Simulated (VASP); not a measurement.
A run of VASP 6.6.1 is set up as follows.

Contents of POSCAR:

```
PtSe2
1.0
    3.6803074569      0.0000000000      0.0000000000
   -1.8401537284      3.1872397514      0.0000000000
    0.0000000000      0.0000000000      5.7636345132
Pt Se
1 2
Direct
    0.0000000000      0.0000000000      0.0000000000
    0.6666666667      0.3333333333      0.7694109912
    0.3333333333      0.6666666667      0.2305890088
```

Contents of INCAR.step1:

```
SYSTEM = PtSe2
PREC = Accurate
ENCUT = 520
ISMEAR = 0
SIGMA = 0.02
LREAL = .FALSE.
LASPH = .TRUE.
NELM = 60
NBANDS = 18
GGA = PE
ALGO = Normal
EDIFF = 1E-4
LWAVE = .TRUE.
LCHARG = .FALSE.
```

File INCAR.step2:

```
SYSTEM = PtSe2
PREC = Accurate
ENCUT = 520
EDIFF = 1E-7
ISMEAR = 0
SIGMA = 0.02
LREAL = .FALSE.
LASPH = .TRUE.
NELM = 60
ALGO = Normal
ISIF = 2
LWAVE = .FALSE.
LCHARG = .TRUE.
METAGGA = R2SCAN
LMIXTAU = .TRUE.
LELF = .TRUE.
LVHAR = .TRUE.
NBANDS = 18
ISTART = 1
```

The input KPOINTS:

```
Automatic mesh
0
G
  12 12 6
  0 0 0
```

Potentials or basis: VASP PAW PBE potentials, release 64 (Pt, Se).

Command:

```console
$ cat potpaw_PBE.64/Pt/POTCAR potpaw_PBE.64/Se/POTCAR > POTCAR
$ cp INCAR.step1 INCAR
$ mpirun -np 1 vasp_std > vasp.out
$ cp INCAR.step2 INCAR
$ mpirun -np 1 vasp_std > vasp.out
```

**Question.** Estimate the band gap on the k mesh.

**Answer.** 0.54 eV (least direct gap 0.91 eV).

**Question.** Estimate the pressure.

**Answer.** 1.7 GPa.

**Question.** Predict the largest force.

**Answer.** 0.012 eV/Å.

Forces in eV/Å, atoms in the order of the input:
```
Pt   0.000  0.000  0.000
Se   0.000  0.000 -0.012
Se   0.000  0.000  0.012
```

Caveat: the cell differs from its parent crystal (equal strain along all axes, cell held: -1.0 %, then relaxed in part); the PAW data sets were made with another functional, which shifts forces and pressure a little; spin-orbit coupling is left out, which moves the levels of the heavy elements. A k mesh can miss the band edges.
